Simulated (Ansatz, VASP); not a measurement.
## GaN: VASP beside Ansatz

File INCAR:

```
PREC = Accurate ; ENCUT = 600
EDIFF = 1E-7 ; ISMEAR = 0
SIGMA = 0.02 ; LREAL = False
LASPH = True ; NELM = 60
ALGO = Normal ; ISIF = 3
LWAVE = False ; LCHARG = False
GGA = PE ; IBRION = 2
NSW = 100 ; EDIFFG = -0.01
```

File KPOINTS:

```
regular mesh
0
Gamma
  10 10 10
```

POSCAR

```
GaN
1.0
    0.0000000000      2.2740798337      2.2740798337
    2.2740798337      0.0000000000      2.2740798337
    2.2740798337      2.2740798337      0.0000000000
Ga N
1 1
Direct
    0.0000000000      0.0000000000      0.0000000000
    0.7500000000      0.7500000000      0.7500000000
```

Input for Ansatz:

```yaml
crystal:
  lattice:
    - [0.0, 2.2740798337, 2.2740798337]
    - [2.2740798337, 0.0, 2.2740798337]
    - [2.2740798337, 2.2740798337, 0.0]
  atoms:
    - { symbol: Ga, position: [0.0, 0.0, 0.0] }
    - { symbol: "N", position: [0.75, 0.75, 0.75] }
basis:
  ecutwfc: 420
kpoints:
  mp_grid: { grid: [10, 10, 10] }
hamiltonian:
  xc: pbe
scf:
  occupations: { method: gaussian, width: 0.02 }
output:
  forces: true
  stress: true
  eigenvalues: true
relax:
  adjacent_minimum: "off"
  f_tol: 0.01
  max_steps: 80
  cell: { stress_tol: 0.05 }
```

Alike in both runs: task relaxation of cell and atoms; functional PBE; k mesh 10 × 10 × 10; occupations gaussian, width 0.02 eV; no spin polarisation.

```csv
,VASP,Ansatz
version,VASP 6.6.1,Ansatz 0.2.0
potentials or method,"VASP PAW PBE potentials, release 64 (Ga_d, N), cutoff 600 eV","scalar-relativistic, plane waves, PAW"
valence electrons in the cell,18,18
```

Ansatz gave:

- gap on the k mesh at the Fermi level, each at its own relaxed structure (eV): 1.54
- relaxed volume (Å³/atom): 11.76
- relaxed cell length with the largest relative difference (Å): 3.216

Estimate VASP's values.

gap on the k mesh at the Fermi level, each at its own relaxed structure (eV): 1.55; relaxed volume (Å³/atom): 11.76; relaxed cell length with the largest relative difference (Å): 3.216.

Noted on VASP's run: the relaxation stopped at its first step, so nothing moved.
